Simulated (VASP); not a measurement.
Set up this calculation in VASP 6.6.1, as the native input.

```
Task                   : single point
Functional             : PBE
Dispersion             : D3(BJ)
Potentials or basis    : VASP PAW PBE potentials, release 64 (Sn_d, O)
Cutoff                 : 520 eV
k mesh                 : 12 × 12 × 4
Occupations            : gaussian, width 0.05 eV
Spin                   : no spin polarisation
Dipole correction      : no
Further INCAR settings : ALGO = Normal; EDIFF = 1e-06; NBANDS = 35
```

The structure of SnO2 lies in POSCAR:

```
SnO2
1.0
    3.2914593056      0.0000000000      0.0000000000
   -1.6457296528      2.8504873742      0.0000000000
    0.0000000000      0.0000000000     10.5913895093
Sn O
2 4
Direct
   -0.1169759215      0.0000000000      0.5000000000
    0.1169759215      0.0000000000      0.0000000000
    0.5482055332      0.3333333333      0.4017901351
    0.7851278001      0.3333333333      0.0982098649
    0.2148721999      0.6666666667      0.5982098649
    0.4517944668      0.6666666667      0.9017901351
```

The input as run:

INCAR

```
PREC     = Accurate       # precision mode
ENCUT    = 520            # plane-wave cutoff, eV
EDIFF    = 1E-6           # SCF threshold, eV
ISMEAR   = 0              # smearing method
SIGMA    = 0.05           # smearing width, eV
LREAL    = F              # projectors in reciprocal space
LASPH    = T              # aspherical terms in the spheres
NELM     = 80             # most SCF steps
ALGO     = Normal         # electronic algorithm
ISIF     = 2              # what is computed and relaxed
LWAVE    = F              # write WAVECAR
LCHARG   = F              # write CHGCAR
GGA      = PE             # functional
IVDW     = 12             # dispersion correction
NBANDS   = 35             # bands
```

KPOINTS

```
regular mesh
0
Gamma
  12 12 4
```

Potentials or basis: VASP PAW PBE potentials, release 64 (Sn_d, O).

Run with:

```sh
$ cat potpaw_PBE.64/Sn_d/POTCAR potpaw_PBE.64/O/POTCAR > POTCAR
$ mpirun -np 1 vasp_std > vasp.out
```

Results of the run:

```yaml
Pressure: -8.1 GPa
Largest_force: 0.651 eV/Å
Band_gap_on_the_k_mesh: 1.69 eV, indirect (least direct gap 1.95 eV)
Dispersion_energy_per_atom: -0.152 eV
```

Caveat: spin-orbit coupling is left out, which moves the levels of the heavy elements.

Wall time 5.2 min on 1 thread of Oxide Virtual Turin-like Processor (shared host), peak memory 0.42 GiB.
